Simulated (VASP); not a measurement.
# BeTe (F-43m) in VASP: further runs

The runs below take BeTe through single point, with PBE, r2SCAN.

Everything below comes from runs of VASP 6.6.1. Logs are shortened: lines on timing, memory, paths and dates and some standing lists are left out, and cuts for length are marked.

## Step 1: The cell of the first run

It takes space group F-43m (No. 216, cubic). Conventional cell: a = 5.686 Å, b = 5.686 Å, c = 5.686 Å, α = 90.00°, β = 90.00°, γ = 90.00°. Within 3.3 Å of Be (site symmetry -43m) lie 4 Te at 2.46 Å. Te (site symmetry -43m) has 4 Be at 2.46 Å within 3.3 Å.

## Step 2: Single point, PBE (strain +0.5%)

File INCAR:

```
ALGO     = Normal         # electronic algorithm
EDIFF    = 1E-7           # SCF threshold, eV
ENCUT    = 520            # plane-wave cutoff, eV
GGA      = PE             # functional
ISIF     = 2              # what is computed and relaxed
ISMEAR   = -1             # smearing method
LASPH    = True           # aspherical terms in the spheres
LCHARG   = True           # write CHGCAR
LELF     = True           # ELF
LREAL    = False          # projectors in reciprocal space
LVHAR    = True         
LWAVE    = False          # write WAVECAR
NBANDS   = 11             # bands
NELM     = 100            # most SCF steps
PREC     = Accurate       # precision mode
SIGMA    = 0.02           # smearing width, eV
```

File KPOINTS:

```
k-points
0
Gamma
  8 8 8
```

File POSCAR:

```
BeTe
1.0
    0.0000000000      2.8427667455      2.8427667455
    2.8427667455      0.0000000000      2.8427667455
    2.8427667455      2.8427667455      0.0000000000
Be Te
1 1
Direct
    0.0000000000      0.0000000000      0.0000000000
    0.2500000000      0.2500000000      0.2500000000
```

Potentials or basis: VASP PAW PBE potentials, release 64 (Be, Te).

Run with:

```bash
> cat potpaw_PBE.64/Be/POTCAR potpaw_PBE.64/Te/POTCAR > POTCAR
> mpirun -np 1 vasp_std > vasp.out
```

OUTCAR:

```text
EDIFF = 1E-7
   ENCUT = 520
   GGA = PE
   ISIF = 2
   ISMEAR = -1
   LASPH = True
   LREAL = False
   NELM = 100
   PREC = Accurate

 ion  position               nearest neighbor table
   1  0.000  0.000  0.000-   2 2.46   2 2.46   2 2.46   2 2.46
   2  0.250  0.250  0.250-   1 2.46   1 2.46   1 2.46   1 2.46

  LATTYP: Found a face centered cubic cell.
 ALAT       =     5.6855334910

  Lattice vectors:

 A1 = (   0.0000000000,   2.8427667455,   2.8427667455)
 A2 = (   2.8427667455,   0.0000000000,   2.8427667455)
 A3 = (   2.8427667455,   2.8427667455,   0.0000000000)

Analysis of symmetry for initial positions (statically):
=====================================================================
 Subroutine PRICEL returns:
 Original cell was already a primitive cell.

 Routine SETGRP: Setting up the symmetry group for a
 face centered cubic supercell.

 Subroutine GETGRP returns: Found 24 space group operations
 (whereof 24 operations were pure point group operations)
 out of a pool of 48 trial point group operations.

The static configuration has the point symmetry T_d .

Analysis of symmetry for dynamics (positions and initial velocities):
=====================================================================
 Subroutine PRICEL returns:
 Original cell was already a primitive cell.

 Routine SETGRP: Setting up the symmetry group for a
 face centered cubic supercell.

 Subroutine GETGRP returns: Found 24 space group operations
 (whereof 24 operations were pure point group operations)
 out of a pool of 48 trial point group operations.

The dynamic configuration has the point symmetry T_d .

 Subroutine INISYM returns: Found 24 space group operations
 (whereof 24 operations are pure point group operations),
 and found     1 'primitive' translations

----------------------------------------------------------------------------------------

                                     Primitive cell

  volume of cell :      45.9466

  direct lattice vectors                    reciprocal lattice vectors
     0.000000000  2.842766746  2.842766746    -0.175884990  0.175884990  0.175884990
     2.842766746  0.000000000  2.842766746     0.175884990 -0.175884990  0.175884990
     2.842766746  2.842766746  0.000000000     0.175884990  0.175884990 -0.175884990

  length of vectors
     4.020279286  4.020279286  4.020279286     0.304641739  0.304641739  0.304641739

  position of ions in fractional coordinates (direct lattice)
     0.000000000  0.000000000  0.000000000
[... 81 lines left out ...]
   NSW    =      0    number of steps for IOM
   IBRION =     -1    ionic relax: 0-MD 1-quasi-New 2-CG
   NFREE  =      0    steps in history (QN), initial steepest desc. (CG)
   ISIF   =      2    stress and relaxation
   ISYM   =      2    0-nonsym 1-usesym 2-fastsym
   POTIM  = 0.5000    time-step for ionic-motion
   TEBEG  =    0.0;   TEEND  =   0.0 temperature during run
   PSTRESS=    0.0 pullay stress
   NELECT =       8.0000    total number of electrons
   NUPDOWN=      -1.0000    fix difference up-down
   EMIN   =  10.00;   EMAX   =-10.00  energy-range for DOS
   EFERMI =   0.00;   METHOD = LEGACY
   ISMEAR =    -1;   SIGMA  =   0.02  broadening in eV -4-tet -1-fermi 0-gaus
   EFERMI_NEDOS =   21; number of points for ismear=-14 and -15
   IALGO  =     38    algorithm
   IMIX   =      4    mixing-type and parameters
     AMIX     =   0.40;   BMIX     =  1.00
     AMIX_MAG =   1.60;   BMIX_MAG =  1.00
  volume/ion in A,a.u.               =      22.97       155.03
  Fermi-wavevector in a.u.,A,eV,Ry     =   0.914156  1.727504 11.370130  0.835681
  Thomas-Fermi vector in A             =   2.038750
   LORBIT       =      0    0 simple, 1 ext, 2 COOP (PROOUT), +10 PAW based schemes
   GGA     = PE    functional components
   LHFCALC =     F    Hartree Fock is set to
   AEXX    =    0.0000 exact exchange contribution
   IVDW    =     0    specifies the selected vdW correction
   LEPSILON=     F    determine dielectric tensor
   LRPA    =     F    only Hartree local field effects (RPA)
 non-spin polarized calculation
  energy-cutoff  :      520.00
  volume of cell :       45.95
 maximum number of plane-waves:      1254
 NGX is ok and might be reduce to    30
   NGX = 15   NGY = 15   NGZ = 15

 number of electron       8.0000001 magnetization

 Free energy of the ion-electron system (eV)
  ---------------------------------------------------
  ext. energy  EPLUGINS =         0.00000000
  ---------------------------------------------------
  free energy    TOTEN  =        -7.62385556 eV

  energy without entropy =       -7.62385556  energy(sigma->0) =       -7.62385556

 E-fermi :   5.1878     XC(G=0):  -8.9431

 val. band max:        4.7830231538   @ k =   0.0000   0.0000   0.0000
 cond. band min:       6.8247640233   @ k =   0.5000   0.5000   0.0000
 fundamental gap:      2.0417408695
 Fermi energy:         5.1878485689

 k-point     1 :       0.0000    0.0000    0.0000
  band No.  band energies     occupation
      1      -7.3303      2.00000
      2       4.7830      2.00000
      3       4.7830      2.00000
      4       4.7830      2.00000
      5       8.3992      0.00000
      6       8.4153      0.00000
      7       8.4153      0.00000
      8       8.4153      0.00000
      9      13.0566      0.00000
     10      14.9684      0.00000
     11      14.9684      0.00000
[... 309 lines left out ...]
 k-point    24 :      -0.3750    0.2500    0.1250
  band No.  band energies     occupation
      1      -5.8285      2.00000
      2      -0.1740      2.00000
      3       1.9880      2.00000
      4       2.9592      2.00000
      5       8.9548      0.00000
      6       9.1707      0.00000
      7      11.3609      0.00000
      8      12.4405      0.00000
      9      13.2372      0.00000
     10      16.2630      0.00000
     11      16.6011      0.00000

 [... further k-points ...]
[... 5 lines left out ...]
  --------------------------------------------------------------------------------------
  -------------------------------------------------------------------------------------
  Total       -0.1444586     -0.1444586     -0.1444586      0.0000000      0.0000000      0.0000000
  in kB       -5.0373290     -5.0373290     -5.0373290      0.0000000      0.0000000      0.0000000
  external PRESSURE =      -5.0373290 kB  Pullay stress =       0.0000000 kB

 VOLUME and BASIS-vectors are now :
 -----------------------------------------------------------------------------
  energy-cutoff  :      520.00
  volume of cell :       45.95
      direct lattice vectors                 reciprocal lattice vectors
     0.000000000  2.842766746  2.842766746    -0.175884990  0.175884990  0.175884990
     2.842766746  0.000000000  2.842766746     0.175884990 -0.175884990  0.175884990
     2.842766746  2.842766746  0.000000000     0.175884990  0.175884990 -0.175884990

 POSITION                                       TOTAL-FORCE (eV/Angst)
 -----------------------------------------------------------------------------------
      0.00000      0.00000      0.00000         0.000000      0.000000      0.000000
      1.42138      1.42138      1.42138        -0.000000     -0.000000     -0.000000
 -----------------------------------------------------------------------------------
    total drift:                                0.000000      0.000000      0.000000

  FREE ENERGIE OF THE ION-ELECTRON SYSTEM (eV)
  ---------------------------------------------------
  free  energy   TOTEN  =        -7.6238555637 eV

  energy  without entropy=       -7.6238555637  energy(sigma->0) =       -7.62385556
```

It took 12 s on 1 thread of Intel Xeon 6975P-C (Granite Rapids), shared host; peak memory 0.17 GiB.

Results:

```
Free energy            : -7.6239 eV
Pressure               : -0.5 GPa
Band gap on the k mesh : 2.04 eV, indirect (least direct gap 3.62 eV)
```

Caveat: the cell differs from its parent crystal (strain +0.5%); spin-orbit coupling is left out, which moves the levels of the heavy elements. A k mesh can miss the band edges.

## Step 3: Single point, r2SCAN (strain -1.0%)

File POSCAR:

```
BeTe
1.0
    0.0000000000      2.8003373911      2.8003373911
    2.8003373911      0.0000000000      2.8003373911
    2.8003373911      2.8003373911      0.0000000000
Be Te
1 1
Direct
    0.0000000000      0.0000000000      0.0000000000
    0.2500000000      0.2500000000      0.2500000000
```

File INCAR.step1:

```
PREC = Accurate
ENCUT = 520
ISMEAR = 0
SIGMA = 0.01
LREAL = False
LASPH = True
NELM = 100
NBANDS = 11
GGA = PE
ALGO = Normal
EDIFF = 1E-4
LWAVE = True
LCHARG = False
```

File INCAR.step2:

```
PREC = Accurate
ENCUT = 520
EDIFF = 1E-6
ISMEAR = 0
SIGMA = 0.01
LREAL = False
LASPH = True
NELM = 100
ALGO = Normal
ISIF = 2
LWAVE = False
LCHARG = False
METAGGA = R2SCAN
LMIXTAU = True
NBANDS = 11
ISTART = 1
```

File KPOINTS:

```
regular mesh
0
Gamma
  8 8 8
```

Potentials or basis: VASP PAW PBE potentials, release 64 (Be, Te).

Run with:

```bash
> cat potpaw_PBE.64/Be/POTCAR potpaw_PBE.64/Te/POTCAR > POTCAR
> cp INCAR.step1 INCAR
> mpirun -np 1 vasp_std > vasp.out
> cp INCAR.step2 INCAR
> mpirun -np 1 vasp_std > vasp.out
```

Wall time 32 s (1 thread of Intel Xeon 6975P-C (Granite Rapids), shared host); peak memory 0.17 GiB.

The run converged. Its results:

```yaml
Free_energy: -30.6755 eV
Pressure: 2.1 GPa
Band_gap_on_the_k_mesh: 2.29 eV, indirect (least direct gap 4.00 eV)
```

Levels at points of the mesh, in eV from the valence-band top:
| k point | band 1 | band 2 | band 3 | band 4 | band 5 | band 6 | band 7 | band 8 |
| --- | --- | --- | --- | --- | --- | --- | --- | --- |
| (0.00, 0.00, 0.00) | -12.91 | 0.00 | 0.00 | 0.00 | 4.00 | 4.00 | 4.00 | 4.64 |
| (0.50, 0.00, 0.00) | -11.42 | -5.88 | -1.20 | -1.20 | 3.60 | 5.00 | 5.00 | 8.47 |
| (0.50, 0.50, 0.00) | -10.87 | -5.44 | -2.81 | -2.81 | 2.29 | 2.97 | 10.68 | 10.68 |

Caveat: the cell differs from its parent crystal (strain -1.0%); the PAW data sets were made with another functional, which shifts forces and pressure a little; spin-orbit coupling is left out, which moves the levels of the heavy elements. A k mesh can miss the band edges.

## Step 4: Single point, r2SCAN (strain +0.5%)

File POSCAR:

```
BeTe
1.0
    0.0000000000      2.8427667455      2.8427667455
    2.8427667455      0.0000000000      2.8427667455
    2.8427667455      2.8427667455      0.0000000000
Be Te
1 1
Direct
    0.0000000000      0.0000000000      0.0000000000
    0.2500000000      0.2500000000      0.2500000000
```

File INCAR.step1:

```
SYSTEM = BeTe
  PREC = Accurate
  ENCUT = 520
  ISMEAR = 0
  SIGMA = 0.01
  LREAL = .False.
  LASPH = .True.
  NELM = 100
  NBANDS = 11
  GGA = PE
  ALGO = Normal
  EDIFF = 1E-4
  LWAVE = .True.
  LCHARG = .False.
```

File INCAR.step2:

```
SYSTEM = BeTe
  PREC = Accurate
  ENCUT = 520
  EDIFF = 1E-6
  ISMEAR = 0
  SIGMA = 0.01
  LREAL = .False.
  LASPH = .True.
  NELM = 100
  ALGO = Normal
  ISIF = 2
  LWAVE = .False.
  LCHARG = .False.
  METAGGA = R2SCAN
  LMIXTAU = .True.
  NBANDS = 11
  ISTART = 1
```

File KPOINTS:

```
regular mesh
0
Gamma
  8 8 8
  0 0 0
```

Run with:

```bash
> cat potpaw_PBE.64/Be/POTCAR potpaw_PBE.64/Te/POTCAR > POTCAR
> cp INCAR.step1 INCAR
> mpirun -np 1 vasp_std > vasp.out
> cp INCAR.step2 INCAR
> mpirun -np 1 vasp_std > vasp.out
```

It took 35 s on 1 thread of Intel Xeon 6975P-C (Granite Rapids), shared host; peak memory 0.17 GiB.

It converged, with:

```
Free energy            : -30.6838 eV
Pressure               : -0.7 GPa
Band gap on the k mesh : 2.40 eV, indirect (least direct gap 4.04 eV)
```

Levels at points of the mesh, in eV from the valence-band top:
```tsv
k point	band 2	band 3	band 4	band 5	band 6	band 7
(0.00, 0.00, 0.00)	0.00	0.00	0.00	4.05	4.05	4.05
(0.50, 0.00, 0.00)	-5.58	-1.12	-1.12	3.47	5.03	5.03
(0.50, 0.50, 0.00)	-5.19	-2.64	-2.64	2.40	3.03	10.39
```

Caveat: the cell differs from its parent crystal (strain +0.5%); the PAW data sets were made with another functional, which shifts forces and pressure a little; spin-orbit coupling is left out, which moves the levels of the heavy elements.

## Step 5: Overview

| level | cell | smearing | gap on the mesh (eV) | pressure (GPa) |
| --- | --- | --- | --- | --- |
| PBE | a = 4.020 Å, angles 60.0°, 2 atoms | fermi-dirac 0.02 eV | 2.04 | -0.5 |
| r2SCAN | a = 3.960 Å, angles 60.0°, 2 atoms | gaussian 0.01 eV | 2.29 | 2.1 |
| r2SCAN | a = 4.020 Å, angles 60.0°, 2 atoms | gaussian 0.01 eV | 2.40 | -0.7 |

Alike in all rows: task single point; potentials or basis VASP PAW PBE potentials, release 64 (Be, Te); no spin polarisation; k mesh 8 × 8 × 8; cutoff (eV) 520.

Caveats: spin-orbit coupling is left out, which moves the levels of the heavy elements; the PAW data sets were made with another functional, which shifts forces and pressure a little (some runs).

Total energies depend on the potentials used, so only differences within one code and one set of settings carry meaning.
